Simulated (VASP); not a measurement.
# CdS (Fm-3m) in VASP: relaxation of cell and atoms with PBE+D3(BJ)

Aim: the relaxation of cell and atoms of CdS with PBE+D3(BJ).

Everything below comes from runs of VASP 6.6.1. Logs are shortened: lines on timing, memory, paths and dates and some standing lists are left out, and cuts for length are marked.

### 1 The cell of the first run

The structure is cubic, space group Fm-3m (No. 225). The conventional cell has a = 5.506 Å, b = 5.506 Å, c = 5.506 Å, α = 90.00°, β = 90.00°, γ = 90.00°. Within 3.6 Å of Cd (site symmetry m-3m) lie 6 S at 2.75 Å. Within 3.6 Å of S (site symmetry m-3m) lie 6 Cd at 2.75 Å.

### 2 Relaxation of cell and atoms, PBE+D3(BJ)

The input, INCAR:

```
SYSTEM = CdS
PREC = Accurate ; ENCUT = 630
EDIFF = 1E-7 ; ISMEAR = 0
SIGMA = 0.01 ; LREAL = .FALSE.
LASPH = .TRUE. ; NELM = 120
ALGO = Normal ; ISIF = 3
LWAVE = .FALSE. ; LCHARG = .FALSE.
GGA = PE ; IVDW = 12
IBRION = 2 ; NSW = 100
EDIFFG = -0.002 ; GGA_COMPAT = .FALSE.
NELMIN = 4
```

The input, KPOINTS:

```
Automatic mesh
0
G
  12 12 12
  0 0 0
```

The input, POSCAR:

```
CdS
1.0
    0.0000000000      2.7532440000      2.7532440000
    2.7532440000      0.0000000000      2.7532440000
    2.7532440000      2.7532440000      0.0000000000
Cd S
1 1
Direct
    0.0000000000      0.0000000000      0.0000000000
    0.5000000000      0.5000000000      0.5000000000
```

Potentials or basis: VASP PAW PBE potentials, release 64 (Cd_sv_GW, S).

Launch:

```bash
$ cat potpaw_PBE.64/Cd_sv_GW/POTCAR potpaw_PBE.64/S/POTCAR > POTCAR
$ mpirun -np 1 vasp_std > vasp.out
```

OUTCAR:

```text
SYSTEM = CdS
   PREC = Accurate
   ENCUT = 630
   EDIFF = 1E-7
   ISMEAR = 0
   LREAL = .FALSE.
   LASPH = .TRUE.
   NELM = 120
   ISIF = 3
   GGA = PE
   IVDW = 12
   IBRION = 2
   NSW = 100
   EDIFFG = -0.002
   NELMIN = 4
 IVDW          = 12

 ion  position               nearest neighbor table
   1  0.000  0.000  0.000-
   2  0.500  0.500  0.500-

  LATTYP: Found a face centered cubic cell.
 ALAT       =     5.5064880000

  Lattice vectors:

 A1 = (   0.0000000000,   2.7532440000,   2.7532440000)
 A2 = (   2.7532440000,   0.0000000000,   2.7532440000)
 A3 = (   2.7532440000,   2.7532440000,   0.0000000000)

Analysis of symmetry for initial positions (statically):
=====================================================================
 Subroutine PRICEL returns:
 Original cell was already a primitive cell.

 Routine SETGRP: Setting up the symmetry group for a
 face centered cubic supercell.

 Subroutine GETGRP returns: Found 48 space group operations
 (whereof 48 operations were pure point group operations)
 out of a pool of 48 trial point group operations.

The static configuration has the point symmetry O_h .

Analysis of symmetry for dynamics (positions and initial velocities):
=====================================================================
 Subroutine PRICEL returns:
 Original cell was already a primitive cell.

 Routine SETGRP: Setting up the symmetry group for a
 face centered cubic supercell.

 Subroutine GETGRP returns: Found 48 space group operations
 (whereof 48 operations were pure point group operations)
 out of a pool of 48 trial point group operations.

The dynamic configuration has the point symmetry O_h .

 Subroutine INISYM returns: Found 48 space group operations
 (whereof 48 operations are pure point group operations),
 and found     1 'primitive' translations

----------------------------------------------------------------------------------------

                                     Primitive cell

  volume of cell :      41.7411

  direct lattice vectors                    reciprocal lattice vectors
     0.000000000  2.753244000  2.753244000    -0.181603955  0.181603955  0.181603955
     2.753244000  0.000000000  2.753244000     0.181603955 -0.181603955  0.181603955
     2.753244000  2.753244000  0.000000000     0.181603955  0.181603955 -0.181603955

  length of vectors
     3.893675005  3.893675005  3.893675005     0.314547277  0.314547277  0.314547277

  position of ions in fractional coordinates (direct lattice)
     0.000000000  0.000000000  0.000000000
     0.500000000  0.500000000  0.500000000

  ion indices of the primitive-cell ions
   primitive index   ion index
                 1           1
                 2           2

----------------------------------------------------------------------------------------

 KPOINTS: Automatic mesh

Automatic generation of k-mesh.
 Grid dimensions read from file:
 generate k-points for:   12   12   12

 Generating k-lattice:

  Cartesian coordinates                     Fractional coordinates (reciprocal lattice)
    -0.015133663  0.015133663  0.015133663     0.083333333  0.000000000  0.000000000
     0.015133663 -0.015133663  0.015133663     0.000000000  0.083333333  0.000000000
     0.015133663  0.015133663 -0.015133663     0.000000000  0.000000000  0.083333333

  Length of vectors
     0.026212273  0.026212273  0.026212273

  Shift w.r.t. Gamma in fractional coordinates (k-lattice)
     0.000000000  0.000000000  0.000000000

 Subroutine IBZKPT returns following result:
 ===========================================

 Found     72 irreducible k-points:

 Following reciprocal coordinates:
            Coordinates               Weight
  0.000000  0.000000  0.000000      1.000000
  0.083333  0.000000  0.000000      8.000000
  0.166667  0.000000  0.000000      8.000000
  0.250000  0.000000  0.000000      8.000000
  0.333333  0.000000  0.000000      8.000000
  0.416667  0.000000  0.000000      8.000000
[... 16 lines left out ...]
  0.500000  0.166667  0.000000     24.000000
 -0.416667  0.166667  0.000000     24.000000
 [... further k-points ...]
   k-points           NKPTS =     72   k-points in BZ     NKDIM =     72   number of bands    NBANDS=     17
   number of dos      NEDOS =    301   number of ions     NIONS =      2
   total plane-waves  NPLWV =  32768
   dimension x,y,z NGX =    32 NGY =   32 NGZ =   32
   dimension x,y,z NGXF=    64 NGYF=   64 NGZF=   64
   ions per type =               1   1
   NGX,Y,Z   is equivalent  to a cutoff of  13.66, 13.66, 13.66 a.u.
   NGXF,Y,Z  is equivalent  to a cutoff of  27.33, 27.33, 27.33 a.u.
 SYSTEM =  CdS
   PREC   = accura    normal or accurate (medium, high low for compatibility)
   ISTART =      0    job   : 0-new  1-cont  2-samecut
   ICHARG =      2    charge: 1-file 2-atom 10-const
   ISPIN  =      1    spin polarized calculation?
   LNONCOLLINEAR =      F non collinear calculations
   LSORBIT =      F    spin-orbit coupling
   LASPH  =      T    aspherical Exc in radial PAW
   ENCUT  =  630.0 eV  46.30 Ry    6.80 a.u.   7.97  7.97  7.97*2*pi/ulx,y,z
   NELM   =    120;   NELMIN=  4; NELMDL= -5     # of ELM steps
   EDIFF  = 0.1E-06   stopping-criterion for ELM
   LREAL  =      F    real-space projection
   EDIFFG = -.2E-02   stopping-criterion for IOM
   NSW    =    100    number of steps for IOM
   IBRION =      2    ionic relax: 0-MD 1-quasi-New 2-CG
   NFREE  =      1    steps in history (QN), initial steepest desc. (CG)
   ISIF   =      3    stress and relaxation
   ISYM   =      2    0-nonsym 1-usesym 2-fastsym
   POTIM  = 0.5000    time-step for ionic-motion
   TEBEG  =    0.0;   TEEND  =   0.0 temperature during run
   PSTRESS=    0.0 pullay stress
   NELECT =      26.0000    total number of electrons
   NUPDOWN=      -1.0000    fix difference up-down
   EMIN   =  10.00;   EMAX   =-10.00  energy-range for DOS
   EFERMI =   0.00;   METHOD = LEGACY
   ISMEAR =     0;   SIGMA  =   0.01  broadening in eV -4-tet -1-fermi 0-gaus
   EFERMI_NEDOS =   21; number of points for ismear=-14 and -15
   IALGO  =     38    algorithm
   IMIX   =      4    mixing-type and parameters
     AMIX     =   0.40;   BMIX     =  1.00
     AMIX_MAG =   1.60;   BMIX_MAG =  1.00
  volume/ion in A,a.u.               =      20.87       140.84
  Fermi-wavevector in a.u.,A,eV,Ry     =   1.398120  2.642065 26.595862  1.954741
  Thomas-Fermi vector in A             =   2.521310
   LORBIT       =      0    0 simple, 1 ext, 2 COOP (PROOUT), +10 PAW based schemes
   GGA     = PE    functional components
   LHFCALC =     F    Hartree Fock is set to
   AEXX    =    0.0000 exact exchange contribution
   IVDW    =    12    specifies the selected vdW correction
   LEPSILON=     F    determine dielectric tensor
   LRPA    =     F    only Hartree local field effects (RPA)
 conjugate gradient relaxation of ions
 non-spin polarized calculation
 Gauss-broadening in eV      SIGMA  =   0.01
  energy-cutoff  :      630.00
  volume of cell :       41.74
 maximum number of plane-waves:      1524
   NGX = 15   NGY = 15   NGZ = 15

--------------------------------------- Ionic step        1  -------------------------------------------

 number of electron      25.9999995 magnetization

 Free energy of the ion-electron system (eV)
  ---------------------------------------------------
  ext. energy  EPLUGINS =         0.00000000
  ---------------------------------------------------
  free energy    TOTEN  =        -5.95238645 eV

  energy without entropy =       -5.95238645  energy(sigma->0) =       -5.95238645

------------------------ aborting loop because EDIFF is reached ----------------------------------------

 Edisp (eV)   -0.74650

 E8    (eV) :    -0.3062

  FORCE on cell =-STRESS in cart. coord.  units (eV):
  Direction    XX          YY          ZZ          XY          YZ          ZX
  --------------------------------------------------------------------------------------
  -------------------------------------------------------------------------------------
  Total      -0.92268    -0.92268    -0.92268    -0.00000    -0.00000    -0.00000
  in kB     -35.41602   -35.41602   -35.41602    -0.00000    -0.00000    -0.00000
  external pressure =      -35.42 kB  Pullay stress =        0.00 kB

 VOLUME and BASIS-vectors are now :
 -----------------------------------------------------------------------------
  energy-cutoff  :      630.00
  volume of cell :       41.74
      direct lattice vectors                 reciprocal lattice vectors
     0.000000000  2.753244000  2.753244000    -0.181603955  0.181603955  0.181603955
     2.753244000  0.000000000  2.753244000     0.181603955 -0.181603955  0.181603955
     2.753244000  2.753244000  0.000000000     0.181603955  0.181603955 -0.181603955
[... 41 lines left out ...]
 POSITION                                       TOTAL-FORCE (eV/Angst)
 -----------------------------------------------------------------------------------
      2.69197      2.69197      5.38393         0.000000     -0.000000     -0.000000
      2.69197      2.69197      2.69197        -0.000000      0.000000      0.000000
 -----------------------------------------------------------------------------------
    total drift:                               -0.000000     -0.000000     -0.000000

  FREE ENERGIE OF THE ION-ELECTRON SYSTEM (eV)
  ---------------------------------------------------
  free  energy   TOTEN  =        -6.7172360027 eV

  energy  without entropy=       -6.7172360027  energy(sigma->0) =       -6.71723600

--------------------------------------- Ionic step        3  -------------------------------------------

 number of electron      26.0000012 magnetization

 Free energy of the ion-electron system (eV)
  ---------------------------------------------------
  ext. energy  EPLUGINS =         0.00000000
  ---------------------------------------------------
  free energy    TOTEN  =        -5.93766193 eV

  energy without entropy =       -5.93766193  energy(sigma->0) =       -5.93766193

 E-fermi :   5.1876     XC(G=0): -10.6807

 val. band max:        5.1194713989   @ k =   0.5000   0.0000   0.0000
 cond. band min:       5.3761394259   @ k =   0.5000   0.5000   0.0000
 fundamental gap:      0.2566680270
 Fermi energy:         5.1875804654

 k-point     1 :       0.0000    0.0000    0.0000
  band No.  band energies     occupation
      1     -96.5302      2.00000
      2     -57.5952      2.00000
      3     -57.5952      2.00000
      4     -57.5952      2.00000
      5      -7.8780      2.00000
      6      -2.5571      2.00000
[... 9 lines left out ...]
     16      14.3593      0.00000
     17      14.3593      0.00000
[... 441 lines left out ...]
 k-point    24 :      -0.4167    0.1667    0.0000
  band No.  band energies     occupation
      1     -96.5301      2.00000
      2     -57.5970      2.00000
      3     -57.5959      2.00000
      4     -57.5956      2.00000
      5      -6.7084      2.00000
      6      -2.8319      2.00000
[... 9 lines left out ...]
     16      11.7920      0.00000
     17      13.2649      0.00000

 [... further k-points ...]

------------------------ aborting loop because EDIFF is reached ----------------------------------------

 Edisp (eV)   -0.78367

 E8    (eV) :    -0.3213

  FORCE on cell =-STRESS in cart. coord.  units (eV):
  Direction    XX          YY          ZZ          XY          YZ          ZX
  --------------------------------------------------------------------------------------
  -------------------------------------------------------------------------------------
  Total       0.00086     0.00086     0.00086     0.00000     0.00000     0.00000
  in kB       0.03448     0.03448     0.03448     0.00000     0.00000     0.00000
  external pressure =        0.03 kB  Pullay stress =        0.00 kB

 VOLUME and BASIS-vectors are now :
 -----------------------------------------------------------------------------
  energy-cutoff  :      630.00
  volume of cell :       39.80
      direct lattice vectors                 reciprocal lattice vectors
    -0.000000000  2.709795212  2.709795212    -0.184515788  0.184515788  0.184515788
     2.709795212 -0.000000000  2.709795212     0.184515788 -0.184515788  0.184515788
     2.709795212  2.709795212 -0.000000000     0.184515788  0.184515788 -0.184515788

 POSITION                                       TOTAL-FORCE (eV/Angst)
 -----------------------------------------------------------------------------------
      0.00000      0.00000     -0.00000        -0.000000      0.000000     -0.000000
      2.70980      2.70980      2.70980         0.000000     -0.000000      0.000000
 -----------------------------------------------------------------------------------
    total drift:                                0.000000     -0.000000     -0.000000

  FREE ENERGIE OF THE ION-ELECTRON SYSTEM (eV)
  ---------------------------------------------------
  free  energy   TOTEN  =        -6.7213332742 eV

  energy  without entropy=       -6.7213332742  energy(sigma->0) =       -6.72133327

 reached required accuracy - stopping structural energy minimisation
```

It took 2.2 min on 1 thread of Intel Xeon Platinum 8259CL at 2.50GHz (Skylake/Cascade Lake), shared host; peak memory 0.26 GiB.

Results:

| Quantity | Value |
| --- | --- |
| Free energy | -6.7213 eV |
| Relaxed volume | 19.90 Å³/atom |
| Relaxed cell | a = 3.832 Å, b = 3.832 Å, c = 3.832 Å, α = 60.00°, β = 60.00°, γ = 60.00° |
| Space group after relaxing (to 0.1 Å) | Fm-3m (No. 225) |
| Energy gained by relaxing | 11.2 meV/atom |
| Ionic steps | 3 |
| Pressure after relaxing | 0.0 GPa |
| Band gap on the k mesh | 0.26 eV (least direct gap 1.87 eV) |
| Dispersion energy per atom | -0.392 eV |

The path:
```
step  energy change (eV)  largest force (eV/Å)  pressure (GPa)  volume (Å³)
   1              0.0000                0.0000           -3.54        41.74
   2             -0.0183                0.0000            1.71        39.02
   3             -0.0224                0.0000            0.00        39.80
```

Final structure:
```
Cd S
1.0
     0.00000    2.70980    2.70980
     2.70980    0.00000    2.70980
     2.70980    2.70980    0.00000
Cd S
1 1
Direct
  0.00000 0.00000 0.00000
  0.50000 0.50000 0.50000
```

Caveat: semilocal functionals underestimate gaps, and a narrow one can read as zero.
